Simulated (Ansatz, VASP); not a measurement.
BaTiO3 in VASP and in Ansatz

The input INCAR:

```
SYSTEM = BaTiO3
ALGO = Normal
EDIFF = 1E-8
ENCUT = 520
GGA = PE
GGA_COMPAT = .False.
ISIF = 2
ISMEAR = -1
LASPH = .True.
LCHARG = .False.
LEFG = .True.
LMAXMIX = 4
LNONCOLLINEAR = .True.
LORBIT = 11
LORBMOM = .True.
LREAL = .False.
LSORBIT = .True.
LWAVE = .False.
MAGMOM = 0 0 0 0 0 0 0 0 0 0 0 0 0 0 0
NBANDS = 55
NELM = 150
PREC = Accurate
SIGMA = 0.02
```

The input KPOINTS:

```
k-points
0
Gamma
  8 8 8
  0 0 0
```

POSCAR

```
BaTiO3
1.0
    4.0060000000      0.0000000000      0.0000000000
    0.0000000000      4.0060000000      0.0000000000
    0.0000000000      0.0000000000      4.0060000000
Ba Ti O
1 1 3
Direct
    0.5000000000      0.5000000000      0.5000000000
    0.0000000000      0.0000000000      0.0000000000
    0.5000000000      0.0000000000      0.0000000000
    0.0000000000      0.5000000000      0.0000000000
    0.0000000000      0.0000000000      0.5000000000
```

Input for Ansatz:

```yaml
crystal:
  lattice:
    - [4.006, 0.0, 0.0]
    - [0.0, 4.006, 0.0]
    - [0.0, 0.0, 4.006]
  atoms:
    - { symbol: Ba, position: [0.5, 0.5, 0.5] }
    - { symbol: Ti, position: [0.0, 0.0, 0.0] }
    - { symbol: O, position: [0.5, 0.0, 0.0] }
    - { symbol: O, position: [0.0, 0.5, 0.0] }
    - { symbol: O, position: [0.0, 0.0, 0.5] }
kpoints:
  mp_grid: { grid: [8, 8, 8] }
scf:
  occupations: { method: fermi_dirac, width: 0.02 }
hamiltonian:
  xc: pbe
  pseudopotentials: { kind: paw_fr }
output:
  forces: true
  stress: true
  populations: true
  efg:
    quadrupole_moments_barn: { Ba: 0.236, Ti: 0.247, O: -0.02558 }
    contact_densities: true
magnetization:
  noncollinear: true
  spin_orbit: true
```

Alike in both runs: task electric field gradients; functional PBE; k mesh 8 × 8 × 8; occupations fermi-dirac, width 0.02 eV; non-collinear spin, spin-orbit coupling.

```csv
,VASP,Ansatz
version,VASP 6.6.1,Ansatz 0.2.0
potentials or method,"VASP PAW PBE potentials, release 64 (Ba_sv, Ti_sv, O)",plane-wave PAW
plane-wave cutoff (eV),520,420
valence electrons in the cell,40,40
```

```tsv
	VASP	Ansatz	Ansatz less VASP
pressure (GPa)	3.4	1.7	-1.78
size of Vzz on the site where it differs most (V/Å²)	25.0	25.9	+0.91
```
